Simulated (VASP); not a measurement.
# Pd (Fm-3m) in VASP: a series of runs, part 2 of 2

VASP 6.6.1. Earlier steps stand in the parts before.

## 3. Single point, PBEsol

This run uses another cell than the first one, of 13.44 Å³/atom.

Input file INCAR:

```
PREC     = Accurate       # precision mode
ENCUT    = 500            # plane-wave cutoff, eV
EDIFF    = 1E-6           # SCF threshold, eV
ISMEAR   = 0              # smearing method
SIGMA    = 0.1            # smearing width, eV
LREAL    = F              # projectors in reciprocal space
LASPH    = T              # aspherical terms in the spheres
NELM     = 120            # most SCF steps
ALGO     = Normal         # electronic algorithm
ISIF     = 2              # what is computed and relaxed
LWAVE    = F              # write WAVECAR
LCHARG   = F              # write CHGCAR
GGA      = PS             # functional
NBANDS   = 11             # bands
GGA_COMPAT= F
```

Input file KPOINTS:

```
regular mesh
0
Gamma
  10 10 10
```

Input file POSCAR:

```
Pd
1.0
    0.0000000000      1.8869359381      1.8869359381
    1.8869359381      0.0000000000      1.8869359381
    1.8869359381      1.8869359381      0.0000000000
Pd
1
Direct
    0.0000000000      0.0000000000      0.0000000000
```

Potentials or basis: VASP PAW PBE potentials, release 64 (Pd).

Launch:

```
cat potpaw_PBE.64/Pd/POTCAR > POTCAR
mpirun -np 1 vasp_std > vasp.out
```

OUTCAR:

```text
PREC = Accurate
   ENCUT = 500
   EDIFF = 1E-6
   ISMEAR = 0
   LREAL = F
   LASPH = T
   NELM = 120
   ISIF = 2
   GGA = PS

 ion  position               nearest neighbor table
   1  0.000  0.000  0.000-

  LATTYP: Found a face centered cubic cell.
 ALAT       =     3.7738718762

  Lattice vectors:

 A1 = (   0.0000000000,   1.8869359381,   1.8869359381)
 A2 = (   1.8869359381,   0.0000000000,   1.8869359381)
 A3 = (   1.8869359381,   1.8869359381,   0.0000000000)

Analysis of symmetry for initial positions (statically):
=====================================================================
 Subroutine PRICEL returns:
 Original cell was already a primitive cell.

 Routine SETGRP: Setting up the symmetry group for a
 face centered cubic supercell.

 Subroutine GETGRP returns: Found 48 space group operations
 (whereof 48 operations were pure point group operations)
 out of a pool of 48 trial point group operations.

The static configuration has the point symmetry O_h .

Analysis of symmetry for dynamics (positions and initial velocities):
=====================================================================
 Subroutine PRICEL returns:
 Original cell was already a primitive cell.

 Routine SETGRP: Setting up the symmetry group for a
 face centered cubic supercell.

 Subroutine GETGRP returns: Found 48 space group operations
 (whereof 48 operations were pure point group operations)
 out of a pool of 48 trial point group operations.

The dynamic configuration has the point symmetry O_h .

 Subroutine INISYM returns: Found 48 space group operations
 (whereof 48 operations are pure point group operations),
 and found     1 'primitive' translations

----------------------------------------------------------------------------------------

                                     Primitive cell

  volume of cell :      13.4370

  direct lattice vectors                    reciprocal lattice vectors
     0.000000000  1.886935938  1.886935938    -0.264979849  0.264979849  0.264979849
     1.886935938  0.000000000  1.886935938     0.264979849 -0.264979849  0.264979849
     1.886935938  1.886935938  0.000000000     0.264979849  0.264979849 -0.264979849

  length of vectors
     2.668530395  2.668530395  2.668530395     0.458958561  0.458958561  0.458958561

  position of ions in fractional coordinates (direct lattice)
     0.000000000  0.000000000  0.000000000

  ion indices of the primitive-cell ions
   primitive index   ion index
                 1           1

----------------------------------------------------------------------------------------

 KPOINTS: regular mesh

Automatic generation of k-mesh.
 Grid dimensions read from file:
 generate k-points for:   10   10   10

 Generating k-lattice:

  Cartesian coordinates                     Fractional coordinates (reciprocal lattice)
    -0.026497985  0.026497985  0.026497985     0.100000000  0.000000000  0.000000000
     0.026497985 -0.026497985  0.026497985     0.000000000  0.100000000  0.000000000
     0.026497985  0.026497985 -0.026497985     0.000000000  0.000000000  0.100000000

  Length of vectors
     0.045895856  0.045895856  0.045895856

  Shift w.r.t. Gamma in fractional coordinates (k-lattice)
     0.000000000  0.000000000  0.000000000

 Subroutine IBZKPT returns following result:
 ===========================================

 Found     47 irreducible k-points:

 Following reciprocal coordinates:
            Coordinates               Weight
  0.000000  0.000000  0.000000      1.000000
  0.100000  0.000000  0.000000      8.000000
  0.200000  0.000000  0.000000      8.000000
  0.300000  0.000000  0.000000      8.000000
  0.400000  0.000000  0.000000      8.000000
  0.500000  0.000000  0.000000      4.000000
[... 16 lines left out ...]
  0.300000  0.300000  0.000000      6.000000
  0.400000  0.300000  0.000000     24.000000
 [... further k-points ...]
   k-points           NKPTS =     47   k-points in BZ     NKDIM =     47   number of bands    NBANDS=     11
   number of dos      NEDOS =    301   number of ions     NIONS =      1
   total plane-waves  NPLWV =   8000
   dimension x,y,z NGX =    20 NGY =   20 NGZ =   20
   dimension x,y,z NGXF=    40 NGYF=   40 NGZF=   40
   ions per type =               1
   NGX,Y,Z   is equivalent  to a cutoff of  12.46, 12.46, 12.46 a.u.
   NGXF,Y,Z  is equivalent  to a cutoff of  24.92, 24.92, 24.92 a.u.
 SYSTEM =  unknown system
   PREC   = accura    normal or accurate (medium, high low for compatibility)
   ISTART =      0    job   : 0-new  1-cont  2-samecut
   ICHARG =      2    charge: 1-file 2-atom 10-const
   ISPIN  =      1    spin polarized calculation?
   LNONCOLLINEAR =      F non collinear calculations
   LSORBIT =      F    spin-orbit coupling
   LASPH  =      T    aspherical Exc in radial PAW
   ENCUT  =  500.0 eV  36.75 Ry    6.06 a.u.   4.87  4.87  4.87*2*pi/ulx,y,z
   NELM   =    120;   NELMIN=  2; NELMDL= -5     # of ELM steps
   EDIFF  = 0.1E-05   stopping-criterion for ELM
   LREAL  =      F    real-space projection
   EDIFFG = 0.1E-04   stopping-criterion for IOM
   NSW    =      0    number of steps for IOM
   IBRION =     -1    ionic relax: 0-MD 1-quasi-New 2-CG
   NFREE  =      0    steps in history (QN), initial steepest desc. (CG)
   ISIF   =      2    stress and relaxation
   ISYM   =      2    0-nonsym 1-usesym 2-fastsym
   POTIM  = 0.5000    time-step for ionic-motion
   TEBEG  =    0.0;   TEEND  =   0.0 temperature during run
   PSTRESS=    0.0 pullay stress
   NELECT =      10.0000    total number of electrons
   NUPDOWN=      -1.0000    fix difference up-down
   EMIN   =  10.00;   EMAX   =-10.00  energy-range for DOS
   EFERMI =   0.00;   METHOD = LEGACY
   ISMEAR =     0;   SIGMA  =   0.10  broadening in eV -4-tet -1-fermi 0-gaus
   EFERMI_NEDOS =   21; number of points for ismear=-14 and -15
   IALGO  =     38    algorithm
   IMIX   =      4    mixing-type and parameters
     AMIX     =   0.40;   BMIX     =  1.00
     AMIX_MAG =   1.60;   BMIX_MAG =  1.00
  volume/ion in A,a.u.               =      13.44        90.68
  Fermi-wavevector in a.u.,A,eV,Ry     =   1.483569  2.803538 29.946100  2.200976
  Thomas-Fermi vector in A             =   2.597214
   LORBIT       =      0    0 simple, 1 ext, 2 COOP (PROOUT), +10 PAW based schemes
   GGA     = PS    functional components
   LHFCALC =     F    Hartree Fock is set to
   AEXX    =    0.0000 exact exchange contribution
   IVDW    =     0    specifies the selected vdW correction
   LEPSILON=     F    determine dielectric tensor
   LRPA    =     F    only Hartree local field effects (RPA)
 non-spin polarized calculation
 Gauss-broadening in eV      SIGMA  =   0.10
  energy-cutoff  :      500.00
  volume of cell :       13.44
 maximum number of plane-waves:       348
   NGX =  9   NGY =  9   NGZ =  9

 number of electron      10.0000000 magnetization

 number of electron       9.9999998 magnetization

 Free energy of the ion-electron system (eV)
  ---------------------------------------------------
  ext. energy  EPLUGINS =         0.00000000
  ---------------------------------------------------
  free energy    TOTEN  =        -5.91679858 eV

  energy without entropy =       -5.90992553  energy(sigma->0) =       -5.91336205

 E-fermi :  11.3265     XC(G=0): -13.9654

 val. band max:       11.3129282167   @ k =   0.5000   0.1000   0.0000
 cond. band min:      11.3652031837   @ k =   0.5000   0.2000   0.0000
 fundamental gap:      0.0522749670
 Fermi energy:        11.3265100960

 k-point     1 :       0.0000    0.0000    0.0000
  band No.  band energies     occupation
      1       3.2912      2.00000
      2       7.9853      2.00000
      3       7.9853      2.00000
      4       7.9853      2.00000
      5       9.8850      2.00000
      6       9.8850      2.00000
      7      28.4072      0.00000
      8      33.7186      0.00000
      9      33.7186      0.00000
     10      33.7186      0.00000
     11      37.0652      0.00000
[... 309 lines left out ...]
 k-point    24 :       0.4000    0.3000    0.0000
  band No.  band energies     occupation
      1       5.6782      2.00000
      2       5.9801      2.00000
      3       9.5793      2.00000
      4      10.1876      2.00000
      5      11.2164      1.88046
      6      12.3445      0.00000
      7      25.6374      0.00000
      8      27.4292      0.00000
      9      27.5962      0.00000
     10      33.2172      0.00000
     11      35.6383      0.00000

 [... further k-points ...]

------------------------ aborting loop because EDIFF is reached ----------------------------------------

  FORCE on cell =-STRESS in cart. coord.  units (eV):
  Direction    XX          YY          ZZ          XY          YZ          ZX
  --------------------------------------------------------------------------------------
  -------------------------------------------------------------------------------------
  Total        1.6491690      1.6491690      1.6491690      0.0000000      0.0000000      0.0000000
  in kB      196.6410907    196.6410907    196.6410907      0.0000000      0.0000000      0.0000000
  external PRESSURE =     196.6410907 kB  Pullay stress =       0.0000000 kB

 VOLUME and BASIS-vectors are now :
 -----------------------------------------------------------------------------
  energy-cutoff  :      500.00
  volume of cell :       13.44
      direct lattice vectors                 reciprocal lattice vectors
     0.000000000  1.886935938  1.886935938    -0.264979849  0.264979849  0.264979849
     1.886935938  0.000000000  1.886935938     0.264979849 -0.264979849  0.264979849
     1.886935938  1.886935938  0.000000000     0.264979849  0.264979849 -0.264979849

 POSITION                                       TOTAL-FORCE (eV/Angst)
 -----------------------------------------------------------------------------------
      0.00000      0.00000      0.00000        -0.000000     -0.000000     -0.000000
 -----------------------------------------------------------------------------------
    total drift:                                0.000000     -0.000000     -0.000000

  FREE ENERGIE OF THE ION-ELECTRON SYSTEM (eV)
  ---------------------------------------------------
  free  energy   TOTEN  =        -5.9167985809 eV

  energy  without entropy=       -5.9099255268  energy(sigma->0) =       -5.91336205
```

Run time: 3.1 s. Hardware: 1 thread of Intel Xeon 6975P-C (Granite Rapids), shared host; peak memory 0.12 GiB.

Results:

```
Free energy            : -5.9168 eV
Pressure               : 19.7 GPa
Band gap on the k mesh : zero (bands 5 and 6 overlap by 1.85 eV)
```

Levels at points of the mesh, in eV from the Fermi level:
| k point | band 1 | band 2 | band 3 | band 4 | band 5 | band 6 | band 7 | band 8 | band 9 | band 10 |
| --- | --- | --- | --- | --- | --- | --- | --- | --- | --- | --- |
| (0.00, 0.00, 0.00) | -8.04 | -3.34 | -3.34 | -3.34 | -1.44 | -1.44 | 17.08 | 22.39 | 22.39 | 22.39 |
| (0.50, 0.00, 0.00) | -6.15 | -3.40 | -3.40 | -0.03 | -0.03 | 0.67 | 8.03 | 16.46 | 21.87 | 21.87 |
| (0.50, 0.50, 0.00) | -6.31 | -5.98 | -0.06 | 0.34 | 0.34 | 3.21 | 11.70 | 13.58 | 13.58 | 22.82 |

Caveat: the cell stands under pressure; the PAW data sets were made with another functional, which shifts forces and pressure a little.

## 4. Relaxation of cell and atoms, PBEsol

This run uses another cell than the first one, of 14.72 Å³/atom.

Input file INCAR:

```
SYSTEM = Pd
ALGO = Normal
EDIFF = 1E-7
EDIFFG = -0.01
ENCUT = 500
GGA = PS
GGA_COMPAT = .False.
IBRION = 2
ISIF = 3
ISMEAR = 0
LASPH = .True.
LCHARG = .False.
LREAL = .False.
LWAVE = .False.
NELM = 120
NELMIN = 4
NSW = 80
PREC = Accurate
SIGMA = 0.1
```

Input file KPOINTS:

```
k-points
0
Gamma
  10 10 10
  0 0 0
```

Input file POSCAR:

```
Pd
1.0
    0.0000000000      1.9450000000      1.9450000000
    1.9450000000      0.0000000000      1.9450000000
    1.9450000000      1.9450000000      0.0000000000
Pd
1
Direct
    0.0000000000      0.0000000000      0.0000000000
```

Launch:

```
cat potpaw_PBE.64/Pd/POTCAR > POTCAR
mpirun -np 1 vasp_std > vasp.out
```

Wall time 6 s (1 thread of Intel Xeon 6975P-C (Granite Rapids), shared host); peak memory 0.13 GiB.

Results (log left out):

- Free energy: -5.9784 eV
- Relaxed volume: 14.52 Å³/atom
- Relaxed cell: a = 2.738 Å, b = 2.738 Å, c = 2.738 Å, α = 60.00°, β = 60.00°, γ = 60.00°
- Space group after relaxing (to 0.1 Å): Fm-3m (No. 225)
- Energy gained by relaxing: 1.7 meV/atom
- Ionic steps: 3
- Pressure after relaxing: 0.0 GPa
- Band gap on the k mesh: zero (bands 5 and 6 overlap by 1.62 eV)

The path:
```tsv
step	energy change (eV)	largest force (eV/Å)	pressure (GPa)	volume (Å³)
1	0.0000	0.0000	-2.66	14.72
2	0.0030	0.0000	4.81	14.20
3	-0.0017	0.0000	-0.01	14.52
```

Final structure:
```xyz
1
Lattice="0.0000 1.9363 1.9363 1.9363 0.0000 1.9363 1.9363 1.9363 0.0000" Properties=species:S:1:pos:R:3 pbc="T T T"
Pd    0.0000    0.0000    0.0000
```

Levels at points of the mesh, in eV from the Fermi level:
| k point | band 3 | band 4 | band 5 | band 6 | band 7 | band 8 |
| --- | --- | --- | --- | --- | --- | --- |
| (0.00, 0.00, 0.00) | -2.94 | -2.94 | -1.27 | -1.27 | 17.11 | 21.97 |
| (0.50, 0.00, 0.00) | -2.99 | -0.03 | -0.03 | 0.86 | 7.38 | 16.47 |
| (0.50, 0.50, 0.00) | -0.05 | 0.29 | 0.29 | 3.23 | 10.86 | 13.18 |

Caveat: the PAW data sets were made with another functional, which shifts forces and pressure a little.

## 5. Relaxation of cell and atoms, PBEsol, target pressure 5 GPa, at which the enthalpy is minimised

This run uses another cell than the first one, of 14.72 Å³/atom.

Input file INCAR:

```
PREC     = Accurate       # precision mode
ENCUT    = 500            # plane-wave cutoff, eV
EDIFF    = 1E-7           # SCF threshold, eV
ISMEAR   = 0              # smearing method
SIGMA    = 0.1            # smearing width, eV
LREAL    = False          # projectors in reciprocal space
LASPH    = True           # aspherical terms in the spheres
NELM     = 120            # most SCF steps
ALGO     = Normal         # electronic algorithm
ISIF     = 3              # what is computed and relaxed
LWAVE    = False          # write WAVECAR
LCHARG   = False          # write CHGCAR
GGA      = PS             # functional
IBRION   = 2              # ionic algorithm
NSW      = 80             # ionic steps
EDIFFG   = -0.01          # ionic threshold
PSTRESS  = 50.0         
GGA_COMPAT= False        
NELMIN   = 4
```

Input file KPOINTS:

```
regular mesh
0
Gamma
  10 10 10
```

POSCAR is that of step 4.

Launch:

```
cat potpaw_PBE.64/Pd/POTCAR > POTCAR
mpirun -np 1 vasp_std > vasp.out
```

It took 8 s on 1 thread of Intel Xeon 6975P-C (Granite Rapids), shared host; peak memory 0.13 GiB.

Results (log left out):

| Item | Value |
| --- | --- |
| Free energy | -5.9735 eV |
| Relaxed volume | 14.19 Å³/atom |
| Relaxed cell | a = 2.717 Å, b = 2.717 Å, c = 2.717 Å, α = 60.00°, β = 60.00°, γ = 60.00° |
| Space group after relaxing (to 0.1 Å) | Fm-3m (No. 225) |
| Energy change on relaxing (the run minimises the enthalpy) | +3.3 meV/atom |
| Ionic steps | 4 |
| Pressure after relaxing | 5.0 GPa |
| Band gap on the k mesh | zero (bands 5 and 6 overlap by 1.68 eV) |

Step by step:
```tsv
step	energy change (eV)	largest force (eV/Å)	pressure (GPa)	volume (Å³)
1	0.0000	0.0000	-2.66	14.72
2	0.0819	0.0000	23.59	13.27
3	0.0030	0.0000	4.83	14.20
4	0.0033	0.0000	5.00	14.19
```

Final structure:
```
CELL_PARAMETERS angstrom
0.00000 1.92154 1.92154
1.92154 0.00000 1.92154
1.92154 1.92154 0.00000
ATOMIC_POSITIONS crystal
Pd 0.00000 0.00000 0.00000
```

Levels at points of the mesh, in eV from the Fermi level:
```csv
k point,band 3,band 4,band 5,band 6,band 7,band 8
"(0.00, 0.00, 0.00)",-3.05,-3.05,-1.32,-1.32,17.11,22.10
"(0.50, 0.00, 0.00)",-3.10,-0.03,-0.03,0.81,7.56,16.48
"(0.50, 0.50, 0.00)",-0.05,0.31,0.31,3.22,11.10,13.30
```

Caveat: the cell is relaxed towards a set pressure, so the run minimises the enthalpy, not the energy; the PAW data sets were made with another functional, which shifts forces and pressure a little.

## 6. Summary

```csv
task,cell,gap on the mesh (eV),pressure (GPa)
single point,"a = 2.700 Å, angles 60.0°, 1 atom",none,9.7
single point,"a = 2.669 Å, angles 60.0°, 1 atom",none,19.7
relaxation of cell and atoms,"relaxed from a = 2.751 Å, angles 60.0°, 1 atom",none,0.0
relaxation of cell and atoms,"relaxed to 5 GPa from a = 2.751 Å, angles 60.0°, 1 atom",none,5.0
```

Alike in all rows: level PBEsol; potentials or basis VASP PAW PBE potentials, release 64 (Pd); no spin polarisation; k mesh 10 × 10 × 10; cutoff (eV) 500; smearing gaussian 0.1 eV.

Caveats: the PAW data sets were made with another functional, which shifts forces and pressure a little; the cell stands under pressure (at least some runs); the cell is relaxed towards a set pressure, so the run minimises the enthalpy, not the energy (at least some runs).

Total energies depend on the potentials used, so only differences within one code and one set of settings carry meaning.
